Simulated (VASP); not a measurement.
A run of VASP 6.6.1:

The input INCAR:

```
ALGO = Normal
EDIFF = 1E-6
ENCUT = 520
GGA = PE
ISIF = 2
ISMEAR = -1
LASPH = True
LCHARG = False
LREAL = False
LWAVE = False
NBANDS = 18
NELM = 80
PREC = Accurate
SIGMA = 0.1
```

File KPOINTS:

```
k-points
0
Gamma
  15 15 4
```

The input POSCAR:

```
P
1.0
    2.7321683711      0.0000000000      0.0000000000
   -1.3660841855      2.3661272168      0.0000000000
    0.0000000000      0.0000000000     10.2014173645
P
4
Direct
    0.0000000000      1.0000000000      0.0000000000
    0.0000000000      1.0000000000      0.5000000000
    0.3333333333      0.6666666667      0.2500000000
    0.6666666667      0.3333333333      0.7500000000
```

Potentials or basis: VASP PAW PBE potentials, release 64 (P).

The run is started by

```bash
$ cat potpaw_PBE.64/P/POTCAR > POTCAR
$ mpirun -np 1 vasp_std > vasp.out
```

Hardware: 1 thread of Intel(R) Xeon(R) 6975P-C (Granite Rapids) (shared host).

How long does it take, and how much memory?

It took 34 s on 1 thread of Intel(R) Xeon(R) 6975P-C (Granite Rapids), on a shared host, peak memory 0.21 GiB. Counts: scf iterations 12, k points 81.
